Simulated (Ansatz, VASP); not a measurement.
**One calculation of GaSb, two programs**

Contents of INCAR:

```
SYSTEM = GaSb
PREC     = Accurate       ! precision mode
ENCUT    = 600            ! plane-wave cutoff, eV
EDIFF    = 1E-6           ! SCF threshold, eV
ISMEAR   = -1             ! smearing method
SIGMA    = 0.05           ! smearing width, eV
LREAL    = .False.        ! projectors in reciprocal space
LASPH    = .True.         ! aspherical terms in the spheres
NELM     = 100            ! most SCF steps
ALGO     = Normal         ! electronic algorithm
ISIF     = 3              ! what is computed and relaxed
LWAVE    = .False.        ! write WAVECAR
LCHARG   = .False.        ! write CHGCAR
GGA      = CA             ! functional
IBRION   = 2              ! ionic algorithm
NSW      = 80             ! ionic steps
EDIFFG   = -0.005         ! ionic threshold
```

KPOINTS

```
Automatic mesh
0
Gamma
  8 8 8
  0 0 0
```

POSCAR

```
GaSb
1.0
    0.0000000000      3.0590000000      3.0590000000
    3.0590000000      0.0000000000      3.0590000000
    3.0590000000      3.0590000000      0.0000000000
Sb Ga
1 1
Direct
    0.7500000000      0.7500000000      0.7500000000
    0.0000000000      0.0000000000      0.0000000000
```

input.yaml

```yaml
crystal:
  lattice:
    - [0.0, 3.059, 3.059]
    - [3.059, 0.0, 3.059]
    - [3.059, 3.059, 0.0]
  atoms:
    - { symbol: Sb, position: [0.75, 0.75, 0.75] }
    - { symbol: Ga, position: [0.0, 0.0, 0.0] }
kpoints:
  mp_grid: { grid: [8, 8, 8] }
scf:
  occupations: { method: fermi_dirac, width: 0.05 }
hamiltonian:
  xc: lda
  pseudopotentials: { kind: all_electron, lapw: { basis_error: 0.001 } }
output:
  forces: true
  stress: true
relax:
  f_tol: 0.005
  max_steps: 60
  cell: {}
```

Alike in both runs: task relaxation of cell and atoms; functional LDA; k mesh 8 × 8 × 8; occupations fermi-dirac, width 0.05 eV; no spin polarisation.

|  | VASP | Ansatz |
| --- | --- | --- |
| version | VASP 6.6.1 | Ansatz 0.2.0 |
| potentials or method | VASP PAW LDA potentials, release 64 (Sb, Ga_d), cutoff 600 eV | all-electron LAPW, scalar-relativistic |

|  | VASP | Ansatz | Ansatz less VASP |
| --- | --- | --- | --- |
| relaxed volume (Å³/atom) | 27.76 | 27.69 | -0.068 |
| relaxed cell length with the largest relative difference (Å) | 4.282 | 4.279 | -0.0035 |

LDA's correlation is that of Perdew and Zunger in VASP and of Perdew and Wang (1992) in Ansatz. Ansatz ran all-electron here, and VASP with PAW potentials.

Neither program's run includes spin-orbit coupling.
